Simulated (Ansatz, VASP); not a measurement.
**Cu in VASP and in Ansatz**

```xyz
1
Lattice="0.0000 1.8075 1.8075 1.8617 0.0000 1.8075 1.8617 1.8075 0.0000" Properties=species:S:1:pos:R:3 pbc="T T T"
Cu    0.0000    0.0000    0.0000
```

Change from the starting cell: strain +0.0300 x Voigt [1, 0, 0, 0, 0, 0], atoms carried along.

Alike in both runs: task single point; functional r2SCAN; k mesh 22 × 22 × 22; occupations gaussian, width 0.15 eV; no spin polarisation.

```csv
,VASP,Ansatz
version,VASP 6.6.1,Ansatz 0.2.0
potentials or method,"VASP PAW PBE potentials, release 64 (Cu), cutoff 520 eV","scalar-relativistic, plane waves, PAW"
valence electrons in the cell,11,19
```

Ansatz gave:

| Quantity | Value |
| --- | --- |
| gap on the k mesh at the Fermi level (eV) | none |
| pressure (GPa) | -8.5 |
| traceless stress, the component that is largest in VASP (GPa) | -1.14 |

**Question.** Which values does VASP return?

**Answer.** gap on the k mesh at the Fermi level (eV): none; pressure (GPa): -8.0; traceless stress, the component that is largest in VASP (GPa): -1.14.

VASP's potentials were made for PBE, not for r2SCAN. A gap of «none» marks a metal or a gap that the smearing closes. With one functional, cell and mesh, what is left measures potentials, basis and numerics. VASP's potentials hold 11 valence electrons a cell and Ansatz's 19, so a difference there can come from the potentials and not from the codes.
